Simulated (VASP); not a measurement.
A run of VASP 6.6.1:

File INCAR:

```
ALGO = Normal ; EDIFF = 1E-7
ENCUT = 520 ; GGA = CA
ISIF = 2 ; ISMEAR = 0
LASPH = T ; LCHARG = F
LREAL = F ; LWAVE = F
NBANDS = 16 ; NELM = 80
PREC = Accurate ; SIGMA = 0.15
```

The input KPOINTS:

```
k-points
0
Gamma
  16 16 16
```

File POSCAR:

```
ZrS
1.0
    0.0000000000      2.3625000000      2.6250000000
    2.6250000000      0.0000000000      2.6250000000
    2.6250000000      2.3625000000      0.0000000000
Zr S
1 1
Direct
    0.0000000000      0.0000000000      0.0000000000
    0.5000000000      0.5000000000      0.5000000000
```

Potentials or basis: VASP PAW LDA potentials, release 64 (Zr_sv, S).

The run is started by

```console
$ cat potpaw_LDA.64/Zr_sv/POTCAR potpaw_LDA.64/S/POTCAR > POTCAR
$ mpirun -np 1 vasp_std > vasp.out
```

Hardware: 1 thread of AMD EPYC 9R45 96-Core Processor (Zen 5), with other jobs on the host.

Problem. Estimate the wall time of this run.

Solution. It took 97 s on 1 thread of AMD EPYC 9R45 96-Core Processor (Zen 5), on a shared host, peak memory 0.25 GiB. Counts: scf iterations 13, k points 349.
